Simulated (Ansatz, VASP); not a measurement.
## C: VASP beside Ansatz

Contents of INCAR:

```
PREC = Accurate ; ENCUT = 520
EDIFF = 1E-7 ; ISMEAR = 0
SIGMA = 0.15 ; LREAL = False
LASPH = True ; NELM = 100
ALGO = Normal ; ISIF = 2
LWAVE = False ; LCHARG = False
GGA = PE ; IVDW = 12
NBANDS = 11
```

The input KPOINTS:

```
Automatic mesh
0
Gamma
  21 21 12
```

POSCAR

```
C
1.0
    2.5058198767      0.0000000000      0.0000000000
   -1.2529099384      2.1701036705      0.0000000000
    0.0000000000      0.0000000000      3.6316216684
C
2
Direct
    0.3286483037      0.6572966074      0.0000000000
    0.6713516963      0.3427033926      0.0000000000
```

Input for Ansatz:

```yaml
crystal:
  lattice:
    - [2.5058198767, 0.0, 0.0]
    - [-1.2529099384, 2.1701036705, 0.0]
    - [0.0, 0.0, 3.6316216684]
  atoms:
    - { symbol: C, position: [0.3286483037, 0.6572966074, 0.0] }
    - { symbol: C, position: [0.6713516963, 0.3427033926, 0.0] }
basis:
  ecutwfc: 520.0
kpoints:
  mp_grid: { grid: [21, 21, 12] }
hamiltonian:
  xc: pbe
  pseudopotentials: { kind: paw, azcp: { folder: soft_1 } }
  dispersion: d3bj
scf:
  occupations: { method: gaussian, width: 0.15 }
output:
  forces: true
  stress: true
  eigenvalues: true
```

Change from the starting cell: mode 6 frozen in at -0.020 Å, equal normal strain along x, y and z +0.0167.

Alike in both runs: task single point; functional PBE; dispersion D3(BJ); k mesh 21 × 21 × 12; occupations gaussian, width 0.15 eV; no spin polarisation.

```csv
,VASP,Ansatz
version,VASP 6.6.1,Ansatz 0.2.0
potentials or method,"VASP PAW PBE potentials, release 64 (C), cutoff 520 eV","scalar-relativistic, plane waves, PAW"
valence electrons in the cell,8,8
```

|  | VASP | Ansatz | Ansatz less VASP |
| --- | --- | --- | --- |
| gap on the k mesh at the Fermi level (eV) | none | none | - |
| pressure (GPa) | -11.4 | -11.8 | -0.38 |
| traceless stress, the component that is largest in VASP (GPa) | 11.04 | 11.48 | +0.440 |
| rms of the force components (eV/Å) | 1.068 | 1.065 | -0.0039 |

Atom by atom the forces differ by 0.004 eV/Å (rms over components). A gap of «none» marks a metal or a gap that the smearing closes.
